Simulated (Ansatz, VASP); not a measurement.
## One calculation of Sr, two programs

```xyz
2
Lattice="4.1945 0.0000 0.0000 -2.0973 3.6326 0.0000 0.0000 0.0000 6.8785" Properties=species:S:1:pos:R:3 pbc="T T T"
Sr   -0.2333    2.4217    1.7196
Sr    2.3306    1.2109    5.1589
```

Change from the starting cell: mode 4 frozen in at -0.233 Å and mode 6 at +0.000 Å (largest displacements).

Alike in both runs: task single point; functional PBEsol; k mesh 12 × 12 × 8; occupations gaussian, width 0.15 eV; no spin polarisation.

```csv
,VASP,Ansatz
version,VASP 6.6.1,Ansatz 0.2.0
potentials or method,"VASP PAW PBE potentials, release 64 (Sr_sv), cutoff 520 eV","scalar-relativistic, plane waves, PAW"
valence electrons in the cell,20,20
```

|  | VASP | Ansatz | Ansatz less VASP |
| --- | --- | --- | --- |
| gap on the k mesh at the Fermi level (eV) | none | none | - |
| pressure (GPa) | 0.0 | 0.0 | -0.01 |
| traceless stress, the component that is largest in VASP (GPa) | 0.60 | 0.60 | -0.002 |
| rms of the force components (eV/Å) | 0.087 | 0.087 | -0.0004 |

VASP's potentials were made for PBE, not for PBEsol. Atom by atom the forces differ by 0.000 eV/Å (rms over components). A gap of «none» marks a metal or a gap that the smearing closes.
